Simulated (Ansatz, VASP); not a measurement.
# ZnS in VASP and in Ansatz

```
Zn S
1.0
     0.00000    2.69409    2.69409
     2.55938    0.00000    2.69409
     2.55938    2.69409    0.00000
Zn S
1 1
Direct
  0.00000 0.00000 0.00000
  0.25000 0.25000 0.25000
```

Change from the starting cell: uniaxial_x strain -5.0%.

Alike in both runs: task single point; functional PBE; k mesh 8 × 8 × 8; occupations fermi-dirac, width 0.02 eV; no spin polarisation.

|  | VASP | Ansatz |
| --- | --- | --- |
| version | VASP 6.6.1 | Ansatz 0.2.0 |
| potentials or method | VASP PAW PBE potentials, release 64 (Zn, S) | plane waves, PAW |
| plane-wave cutoff (eV) | 520 | 420 |
| valence electrons in the cell | 18 | 18 |

VASP gave:

```
gap on the k mesh at the Fermi level (eV)                     : 2.26
pressure (GPa)                                                : 6.9
traceless stress, the component that is largest in VASP (GPa) : 1.13
```

Task: Estimate Ansatz's values.

Result: gap on the k mesh at the Fermi level (eV): 2.25; pressure (GPa): 6.8; traceless stress, the component that is largest in VASP (GPa): 1.14.
